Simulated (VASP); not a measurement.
# Ti in VASP: settings compared, part 2 of 2

VASP 6.6.1.

### Step 4. Relaxation of cell and atoms, BLYP

File INCAR:

```
SYSTEM = Ti
PREC = Accurate
ENCUT = 600
EDIFF = 1E-6
ISMEAR = -1
SIGMA = 0.05
LREAL = .FALSE.
LASPH = .TRUE.
NELM = 60
ALGO = Normal
ISIF = 3
LWAVE = .FALSE.
LCHARG = .FALSE.
GGA = B5
ALDAX = 1.0
AGGAX = 1.0
AGGAC = 1.0
ALDAC = 0.0
IBRION = 2
NSW = 60
EDIFFG = -0.01
```

File KPOINTS:

```
regular mesh
0
G
  11 11 11
  0 0 0
```

File POSCAR:

```
Ti
1.0
    0.0000000000      2.0300000000      2.0300000000
    2.0300000000      0.0000000000      2.0300000000
    2.0300000000      2.0300000000      0.0000000000
Ti
1
Direct
    0.0000000000      0.0000000000      0.0000000000
```

Potentials or basis: VASP PAW PBE potentials, release 64 (Ti_sv).

Run with:

```sh
$ cat potpaw_PBE.64/Ti_sv/POTCAR > POTCAR
$ mpirun -np 1 vasp_std > vasp.out
```

OUTCAR:

```text
SYSTEM = Ti
   PREC = Accurate
   ENCUT = 600
   EDIFF = 1E-6
   ISMEAR = -1
   LREAL = .FALSE.
   LASPH = .TRUE.
   NELM = 60
   ISIF = 3
   GGA = B5
   IBRION = 2
   NSW = 60
   EDIFFG = -0.01

 ion  position               nearest neighbor table
   1  0.000  0.000  0.000-

  LATTYP: Found a face centered cubic cell.
 ALAT       =     4.0600000000

  Lattice vectors:

 A1 = (   0.0000000000,   2.0300000000,   2.0300000000)
 A2 = (   2.0300000000,   0.0000000000,   2.0300000000)
 A3 = (   2.0300000000,   2.0300000000,   0.0000000000)

Analysis of symmetry for initial positions (statically):
=====================================================================
 Subroutine PRICEL returns:
 Original cell was already a primitive cell.

 Routine SETGRP: Setting up the symmetry group for a
 face centered cubic supercell.

 Subroutine GETGRP returns: Found 48 space group operations
 (whereof 48 operations were pure point group operations)
 out of a pool of 48 trial point group operations.

The static configuration has the point symmetry O_h .

Analysis of symmetry for dynamics (positions and initial velocities):
=====================================================================
 Subroutine PRICEL returns:
 Original cell was already a primitive cell.

 Routine SETGRP: Setting up the symmetry group for a
 face centered cubic supercell.

 Subroutine GETGRP returns: Found 48 space group operations
 (whereof 48 operations were pure point group operations)
 out of a pool of 48 trial point group operations.

The dynamic configuration has the point symmetry O_h .

 Subroutine INISYM returns: Found 48 space group operations
 (whereof 48 operations are pure point group operations),
 and found     1 'primitive' translations

----------------------------------------------------------------------------------------

                                     Primitive cell

  volume of cell :      16.7309

  direct lattice vectors                    reciprocal lattice vectors
     0.000000000  2.030000000  2.030000000    -0.246305419  0.246305419  0.246305419
     2.030000000  0.000000000  2.030000000     0.246305419 -0.246305419  0.246305419
     2.030000000  2.030000000  0.000000000     0.246305419  0.246305419 -0.246305419

  length of vectors
     2.870853532  2.870853532  2.870853532     0.426613499  0.426613499  0.426613499

  position of ions in fractional coordinates (direct lattice)
     0.000000000  0.000000000  0.000000000

  ion indices of the primitive-cell ions
   primitive index   ion index
                 1           1

----------------------------------------------------------------------------------------

 KPOINTS: regular mesh

Automatic generation of k-mesh.
 Grid dimensions read from file:
 generate k-points for:   11   11   11

 Generating k-lattice:

  Cartesian coordinates                     Fractional coordinates (reciprocal lattice)
[... 39 lines left out ...]
 -0.272727  0.181818  0.000000     24.000000
 -0.181818  0.181818  0.000000     12.000000
 [... further k-points ...]
   k-points           NKPTS =     56   k-points in BZ     NKDIM =     56   number of bands    NBANDS=     10
   number of dos      NEDOS =    301   number of ions     NIONS =      1
   total plane-waves  NPLWV =  13824
   dimension x,y,z NGX =    24 NGY =   24 NGZ =   24
   dimension x,y,z NGXF=    48 NGYF=   48 NGZF=   48
   ions per type =               1
   NGX,Y,Z   is equivalent  to a cutoff of  13.90, 13.90, 13.90 a.u.
   NGXF,Y,Z  is equivalent  to a cutoff of  27.80, 27.80, 27.80 a.u.
 SYSTEM =  Ti
   PREC   = accura    normal or accurate (medium, high low for compatibility)
   ISTART =      0    job   : 0-new  1-cont  2-samecut
   ICHARG =      2    charge: 1-file 2-atom 10-const
   ISPIN  =      1    spin polarized calculation?
   LNONCOLLINEAR =      F non collinear calculations
   LSORBIT =      F    spin-orbit coupling
   LASPH  =      T    aspherical Exc in radial PAW
   ENCUT  =  600.0 eV  44.10 Ry    6.64 a.u.   5.73  5.73  5.73*2*pi/ulx,y,z
   NELM   =     60;   NELMIN=  2; NELMDL= -5     # of ELM steps
   EDIFF  = 0.1E-05   stopping-criterion for ELM
   LREAL  =      F    real-space projection
   EDIFFG = -.1E-01   stopping-criterion for IOM
   NSW    =     60    number of steps for IOM
   IBRION =      2    ionic relax: 0-MD 1-quasi-New 2-CG
   NFREE  =      1    steps in history (QN), initial steepest desc. (CG)
   ISIF   =      3    stress and relaxation
   ISYM   =      2    0-nonsym 1-usesym 2-fastsym
   POTIM  = 0.5000    time-step for ionic-motion
   TEBEG  =    0.0;   TEEND  =   0.0 temperature during run
   PSTRESS=    0.0 pullay stress
   NELECT =      12.0000    total number of electrons
   NUPDOWN=      -1.0000    fix difference up-down
   EMIN   =  10.00;   EMAX   =-10.00  energy-range for DOS
   EFERMI =   0.00;   METHOD = LEGACY
   ISMEAR =    -1;   SIGMA  =   0.05  broadening in eV -4-tet -1-fermi 0-gaus
   EFERMI_NEDOS =   21; number of points for ismear=-14 and -15
   IALGO  =     38    algorithm
   IMIX   =      4    mixing-type and parameters
     AMIX     =   0.40;   BMIX     =  1.00
     AMIX_MAG =   1.60;   BMIX_MAG =  1.00
  volume/ion in A,a.u.               =      16.73       112.91
  Fermi-wavevector in a.u.,A,eV,Ry     =   1.465421  2.769245 29.217967  2.147460
  Thomas-Fermi vector in A             =   2.581280
   LORBIT       =      0    0 simple, 1 ext, 2 COOP (PROOUT), +10 PAW based schemes
   GGA     = B5    functional components
   LHFCALC =     F    Hartree Fock is set to
   AEXX    =    0.0000 exact exchange contribution
   IVDW    =     0    specifies the selected vdW correction
   LEPSILON=     F    determine dielectric tensor
   LRPA    =     F    only Hartree local field effects (RPA)
 conjugate gradient relaxation of ions
 non-spin polarized calculation
  energy-cutoff  :      600.00
  volume of cell :       16.73
 maximum number of plane-waves:       568
   NGX = 11   NGY = 11   NGZ = 11

--------------------------------------- Ionic step        1  -------------------------------------------

 number of electron      12.0000002 magnetization

 Free energy of the ion-electron system (eV)
  ---------------------------------------------------
  ext. energy  EPLUGINS =         0.00000000
  ---------------------------------------------------
  free energy    TOTEN  =        -6.70395931 eV

  energy without entropy =       -6.69473827  energy(sigma->0) =       -6.69934879

------------------------ aborting loop because EDIFF is reached ----------------------------------------

  FORCE on cell =-STRESS in cart. coord.  units (eV):
  Direction    XX          YY          ZZ          XY          YZ          ZX
  --------------------------------------------------------------------------------------
  -------------------------------------------------------------------------------------
  Total        0.6860190      0.6860190      0.6860190      0.0000000     -0.0000000      0.0000000
  in kB       65.6944419     65.6944419     65.6944419      0.0000000     -0.0000000      0.0000000
  external PRESSURE =      65.6944419 kB  Pullay stress =       0.0000000 kB
[... 57 lines left out ...]
--------------------------------------- Ionic step        3  -------------------------------------------

 number of electron      11.9999999 magnetization

 Free energy of the ion-electron system (eV)
  ---------------------------------------------------
  ext. energy  EPLUGINS =         0.00000000
  ---------------------------------------------------
  free energy    TOTEN  =        -6.72371261 eV

  energy without entropy =       -6.71237956  energy(sigma->0) =       -6.71804608

 E-fermi :   8.4566     XC(G=0): -10.8623

 val. band max:        8.3950788457   @ k =   0.1818   0.1818   0.0000
 cond. band min:       8.4704499133   @ k =   0.2727   0.0000   0.0000
 fundamental gap:      0.0753710676
 Fermi energy:         8.4565557353

 k-point     1 :       0.0000    0.0000    0.0000
  band No.  band energies     occupation
      1     -48.0531      2.00000
      2     -24.1037      2.00000
      3     -24.1037      2.00000
      4     -24.1037      2.00000
      5       2.6026      2.00000
      6       9.2477      0.00000
      7       9.2477      0.00000
      8       9.2477      0.00000
      9      10.8297      0.00000
     10      10.8297      0.00000
[... 287 lines left out ...]
 k-point    24 :      -0.1818    0.1818    0.0000
  band No.  band energies     occupation
      1     -47.9773      2.00000
      2     -24.4505      2.00000
      3     -24.2469      2.00000
      4     -24.1443      2.00000
      5       5.0134      2.00000
      6       8.2530      1.96647
      7       9.2023      0.00000
      8      10.0962      0.00000
      9      10.1126      0.00000
     10      11.7456      0.00000

 [... further k-points ...]
[... 5 lines left out ...]
  --------------------------------------------------------------------------------------
  -------------------------------------------------------------------------------------
  Total       -0.0029475     -0.0029475     -0.0029475      0.0000000      0.0000000     -0.0000000
  in kB       -0.2661461     -0.2661461     -0.2661461      0.0000000      0.0000000     -0.0000000
  external PRESSURE =      -0.2661461 kB  Pullay stress =       0.0000000 kB
[... 16 lines left out ...]
  FREE ENERGIE OF THE ION-ELECTRON SYSTEM (eV)
  ---------------------------------------------------
  free  energy   TOTEN  =        -6.7237126061 eV

  energy  without entropy=       -6.7123795638  energy(sigma->0) =       -6.71804608

 reached required accuracy - stopping structural energy minimisation
```

OSZICAR:

```text
N       E                     dE             d eps       ncg     rms          rms(c)
DAV:   1     0.854236305656E+02    0.85424E+02   -0.75798E+03  1120   0.162E+03
DAV:   2    -0.287265311551E+01   -0.88296E+02   -0.86929E+02  1160   0.337E+02
DAV:   3    -0.731876972626E+01   -0.44461E+01   -0.43924E+01  1488   0.765E+01
[... 27 lines left out ...]
DAV:   5    -0.672332352743E+01   -0.51415E-02   -0.11723E-02  1682   0.542E-01    0.151E-01
DAV:   6    -0.672367212062E+01   -0.34859E-03   -0.53076E-04  1198   0.277E-01    0.268E-02
DAV:   7    -0.672370025803E+01   -0.28137E-04   -0.63807E-05  1688   0.704E-02    0.187E-02
DAV:   8    -0.672371125429E+01   -0.10996E-04   -0.31710E-05  1162   0.505E-02    0.611E-03
DAV:   9    -0.672371260396E+01   -0.13497E-05   -0.41854E-06  1116   0.176E-02    0.167E-03
DAV:  10    -0.672371260606E+01   -0.21012E-08   -0.12248E-07   572   0.353E-03
   3 F= -.67237126E+01 E0= -.67180461E+01  d E =-.197533E-01
```

CONTCAR:

```text
Ti
   1.00000000000000
     0.0000000000000000    2.0701526824105909    2.0701526824105909
     2.0701526824105909   -0.0000000000000000    2.0701526824105909
     2.0701526824105909    2.0701526824105909    0.0000000000000000
  Ti
     1
Direct
     0.0000000000000000    0.0000000000000000    0.0000000000000000

  0.00000000E+00  0.00000000E+00  0.00000000E+00
```

It took 61 s on 1 thread of Intel Xeon 6975P-C, shared host; peak memory 0.15 GiB.

What came out:

```yaml
Free_energy: -6.7237 eV
Relaxed_volume: 17.74 Å³/atom
Relaxed_cell: a = 2.928 Å, b = 2.928 Å, c = 2.928 Å, α = 60.00°, β = 60.00°, γ = 60.00°
Space_group_after_relaxing_to_0.05_Å: Fm-3m (No. 225)
Energy_gained_by_relaxing: 19.8 meV/atom
Ionic_steps: 3
Pressure_after_relaxing: 0.0 GPa
Band_gap_on_the_k_mesh: zero (band 6 reaches 9.25 eV, above the bottom of band 7 at 8.18 eV)
```

Step by step:
```
step  energy change (eV)  largest force (eV/Å)  pressure (GPa)  volume (Å³)
   1              0.0000                0.0000            6.57        16.73
   2             -0.0115                0.0000           -3.65        18.45
   3             -0.0198                0.0000           -0.03        17.74
```

Final structure:
```
CELL_PARAMETERS angstrom
0.00000 2.07015 2.07015
2.07015 0.00000 2.07015
2.07015 2.07015 0.00000
ATOMIC_POSITIONS crystal
Ti 0.00000 0.00000 0.00000
```

Caveat: the PAW data sets were made with another functional, which shifts forces and pressure a little.

### Step 5. Single point, PBEsol

File INCAR:

```
PREC = Accurate
ENCUT = 520
EDIFF = 1E-7
ISMEAR = -1
SIGMA = 0.05
LREAL = False
LASPH = True
NELM = 100
ALGO = Normal
ISIF = 2
LWAVE = False
LCHARG = False
GGA = PS
NBANDS = 12
```

File KPOINTS:

```
regular mesh
0
Gamma
  9 9 9
```

POSCAR is that of step 4.

Run with:

```sh
$ cat potpaw_PBE.64/Ti_sv/POTCAR > POTCAR
$ mpirun -np 1 vasp_std > vasp.out
```

Run time: 5.5 s. Hardware: 1 thread of Intel Xeon 6975P-C, shared host; peak memory 0.14 GiB.

The run converged. Its results:

```
Free energy            : -8.2875 eV
Pressure               : -0.3 GPa
Band gap on the k mesh : zero (band 6 reaches 9.39 eV, above the bottom of band 7 at 8.05 eV)
```

Levels at points of the mesh, in eV from the Fermi level:
```tsv
k point	band 4	band 5	band 6	band 7	band 8	band 9
(0.00, 0.00, 0.00)	-32.34	-6.19	0.89	0.89	0.89	2.60
```

Caveat: the PAW data sets were made with another functional, which shifts forces and pressure a little.

### Step 6. Single point, PBEsol

This run uses another cell than the first one, of 16.40 Å³/atom, 0.980 times its volume.

File INCAR:

```
SYSTEM = Ti
ALGO     = Normal         ! electronic algorithm
EDIFF    = 1E-6           ! SCF threshold, eV
ENCUT    = 520            ! plane-wave cutoff, eV
GGA      = PS             ! functional
ISIF     = 2              ! what is computed and relaxed
ISMEAR   = -1             ! smearing method
LASPH    = .TRUE.         ! aspherical terms in the spheres
LCHARG   = .TRUE.         ! write CHGCAR
LELF     = .TRUE.         ! ELF
LREAL    = .FALSE.        ! projectors in reciprocal space
LVHAR    = .TRUE.       
LWAVE    = .FALSE.        ! write WAVECAR
NBANDS   = 12             ! bands
NELM     = 100            ! most SCF steps
PREC     = Accurate       ! precision mode
SIGMA    = 0.05           ! smearing width, eV
```

File KPOINTS:

```
k-points
0
G
  9 9 9
  0 0 0
```

File POSCAR:

```
Ti
1.0
    0.0000000000      2.0300000000      1.9894000000
    2.0300000000      0.0000000000      1.9894000000
    2.0300000000      2.0300000000      0.0000000000
Ti
1
Direct
    0.0000000000      0.0000000000      0.0000000000
```

Potentials or basis: VASP PAW PBE potentials, release 64 (Ti_sv).

Run with:

```sh
$ cat potpaw_PBE.64/Ti_sv/POTCAR > POTCAR
$ mpirun -np 1 vasp_std > vasp.out
```

Run time: 9.9 s. Hardware: 1 thread of Intel Xeon 6975P-C, shared host; peak memory 0.14 GiB.

It converged, with:

```yaml
Free_energy: -8.2855 eV
Pressure: 2.1 GPa
Band_gap_on_the_k_mesh: zero (band 6 reaches 9.57 eV, above the bottom of band 7 at 8.23 eV)
```

Stress tensor (GPa, compression positive):
```
1.99 0.00 0.00
0.00 1.99 0.00
0.00 0.00 2.17
```

Levels at points of the mesh, in eV from the Fermi level:
| k point | band 4 | band 5 | band 6 | band 7 | band 8 | band 9 |
| --- | --- | --- | --- | --- | --- | --- |
| (0.00, 0.00, 0.00) | -32.27 | -6.24 | 0.84 | 0.84 | 1.01 | 2.55 |

Caveat: the PAW data sets were made with another functional, which shifts forces and pressure a little.

### Step 7. Summary

| task | level | potentials or basis | cell | k mesh | cutoff (eV) | gap on the mesh (eV) | pressure (GPa) | relaxed volume (Å³/atom) |
| --- | --- | --- | --- | --- | --- | --- | --- | --- |
| relaxation of cell and atoms | RPBE | VASP PAW PBE potentials, release 64 (Ti_sv) | relaxed from a = 2.871 Å, angles 60.0°, 1 atom | 11 × 11 × 11 | 600 | none | -0.1 | 17.86 |
| relaxation of cell and atoms | LDA | VASP PAW LDA potentials, release 64 (Ti_sv) | relaxed from a = 2.871 Å, angles 60.0°, 1 atom | 11 × 11 × 11 | 600 | none | 0.0 | 15.97 |
| relaxation of cell and atoms | BLYP | VASP PAW PBE potentials, release 64 (Ti_sv) | relaxed from a = 2.871 Å, angles 60.0°, 1 atom | 11 × 11 × 11 | 600 | none | 0.0 | 17.74 |
| single point | PBEsol | VASP PAW PBE potentials, release 64 (Ti_sv) | a = 2.871 Å, angles 60.0°, 1 atom | 9 × 9 × 9 | 520 | none | -0.3 | - |
| single point | PBEsol | VASP PAW PBE potentials, release 64 (Ti_sv) | a = 2.842, b = 2.842, c = 2.871 Å, angles 59.7, 59.7, 60.7°, 1 atom | 9 × 9 × 9 | 520 | none | 2.1 | - |

Alike in all rows: no spin polarisation; smearing fermi-dirac 0.05 eV.

Caveats: the PAW data sets were made with another functional, which shifts forces and pressure a little (some runs).

Absolute energies hang on the potentials; compare differences alone.
